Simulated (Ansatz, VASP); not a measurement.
**Ag in VASP and in Ansatz**

```
CELL_PARAMETERS angstrom
0.00000 3.10836 3.10836
3.10836 0.00000 3.10836
3.10836 3.10836 0.00000
ATOMIC_POSITIONS crystal
Ag 0.00000 0.00000 0.00000
Ag 0.25000 0.25000 0.25000
```

Alike in both runs: functional PBE; k mesh 11 × 11 × 11; occupations fermi-dirac, width 0.05 eV; no spin polarisation.

Ansatz relaxed the structure, and its values are those at the end. VASP's run is a single point on that final structure, the one shown.

|  | VASP | Ansatz |
| --- | --- | --- |
| version | VASP 6.6.1 | Ansatz 0.2.0 |
| potentials or method | VASP PAW PBE potentials, release 64 (Ag) | PAW with Ansatz's default frozen-core files, scalar-relativistic |
| plane-wave cutoff (eV) | 520 | 420 |
| valence electrons in the cell | 22 | 38 |

```tsv
	VASP	Ansatz	Ansatz less VASP
pressure (GPa)	0.0	0.0	+0.05
```

With one functional, cell and mesh, what is left measures potentials, basis and numerics. VASP's potentials hold 22 valence electrons a cell and Ansatz's 38, so a difference there can come from the potentials and not from the codes.
